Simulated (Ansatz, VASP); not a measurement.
# Two plane-wave programs on Si3N4

The input INCAR:

```
PREC     = Accurate       # precision mode
ENCUT    = 520            # plane-wave cutoff, eV
EDIFF    = 1E-6           # SCF threshold, eV
ISMEAR   = -1             # smearing method
SIGMA    = 0.02           # smearing width, eV
LREAL    = False          # projectors in reciprocal space
LASPH    = True           # aspherical terms in the spheres
NELM     = 80             # most SCF steps
ALGO     = Normal         # electronic algorithm
ISIF     = 2              # what is computed and relaxed
LWAVE    = False          # write WAVECAR
LCHARG   = False          # write CHGCAR
GGA      = PE             # functional
NBANDS   = 45             # bands
```

File KPOINTS:

```
regular mesh
0
Gamma
  6 6 8
```

Contents of POSCAR:

```
Si3N4
1.0
    7.6056640558      0.0000000000      0.0000000000
   -3.8028320279      6.5866982850      0.0000000000
    0.0000000000      0.0000000000      2.9928158604
Si N
6 8
Direct
    0.2287366496      0.8239589886      0.7500000000
    0.4047776611      0.2287366496      0.2500000000
    0.8239589886      0.5952223389      0.2500000000
    0.1760410114      0.4047776611      0.7500000000
    0.5952223389      0.7712633504      0.7500000000
    0.7712633504      0.1760410114      0.2500000000
    0.3333333333      0.6666666667      0.7500000000
    0.6666666667      0.3333333333      0.2500000000
    0.9655817744      0.6694574596      0.7500000000
    0.2961243148      0.9655817744      0.2500000000
    0.6694574596      0.7038756852      0.2500000000
    0.3305425404      0.2961243148      0.7500000000
    0.0344182256      0.3305425404      0.2500000000
    0.7038756852      0.0344182256      0.7500000000
```

Input for Ansatz:

```yaml
crystal:
  lattice:
    - [7.6056640558, 0.0, 0.0]
    - [-3.8028320279, 6.586698285, 0.0]
    - [0.0, 0.0, 2.9928158604]
  atoms:
    - { symbol: Si, position: [0.2287366496, 0.8239589886, 0.75] }
    - { symbol: Si, position: [0.4047776611, 0.2287366496, 0.25] }
    - { symbol: Si, position: [0.8239589886, 0.5952223389, 0.25] }
    - { symbol: Si, position: [0.1760410114, 0.4047776611, 0.75] }
    - { symbol: Si, position: [0.5952223389, 0.7712633504, 0.75] }
    - { symbol: Si, position: [0.7712633504, 0.1760410114, 0.25] }
    - { symbol: "N", position: [0.3333333333, 0.6666666667, 0.75] }
    - { symbol: "N", position: [0.6666666667, 0.3333333333, 0.25] }
    - { symbol: "N", position: [0.9655817744, 0.6694574596, 0.75] }
    - { symbol: "N", position: [0.2961243148, 0.9655817744, 0.25] }
    - { symbol: "N", position: [0.6694574596, 0.7038756852, 0.25] }
    - { symbol: "N", position: [0.3305425404, 0.2961243148, 0.75] }
    - { symbol: "N", position: [0.0344182256, 0.3305425404, 0.25] }
    - { symbol: "N", position: [0.7038756852, 0.0344182256, 0.75] }
kpoints:
  mp_grid: { grid: [6, 6, 8] }
  band_path:
    path:
      - [0.0, 0.0, 0.0]
      - [0.5, 0.0, 0.0]
      - [0.3333333333, 0.3333333333, 0.0]
      - [0.0, 0.0, 0.5]
      - [0.5, 0.0, 0.5]
      - [0.3333333333, 0.3333333333, 0.5]
      - [0.0, 0.0, 0.182292]
    npoints: 1
hamiltonian:
  xc: pbe
scf:
  occupations: { method: fermi_dirac, width: 0.02 }
  n_extra_bands: 7
output:
  forces: true
  stress: true
  eigenvalues: true
```

Change from the starting cell: uniaxial_z strain +3.0%.

Alike in both runs: task single point; functional PBE; k mesh 6 × 6 × 8; occupations fermi-dirac, width 0.02 eV; no spin polarisation.

|  | VASP | Ansatz |
| --- | --- | --- |
| version | VASP 6.6.1 | Ansatz 0.2.0 |
| potentials or method | VASP PAW PBE potentials, release 64 (Si, N) | plane waves, PAW |
| plane-wave cutoff (eV) | 520 | 420 |
| valence electrons in the cell | 64 | 64 |

|  | VASP | Ansatz | Ansatz less VASP |
| --- | --- | --- | --- |
| gap on the k mesh at the Fermi level (eV) | 3.76 | 3.78 | +0.014 |
| pressure (GPa) | -2.0 | -1.7 | +0.28 |
| traceless stress, the component that is largest in VASP (GPa) | -7.85 | -7.76 | +0.091 |
| rms of the force components (eV/Å) | 0.024 | 0.025 | +0.0008 |

Atom by atom the forces differ by 0.002 eV/Å (rms over components).
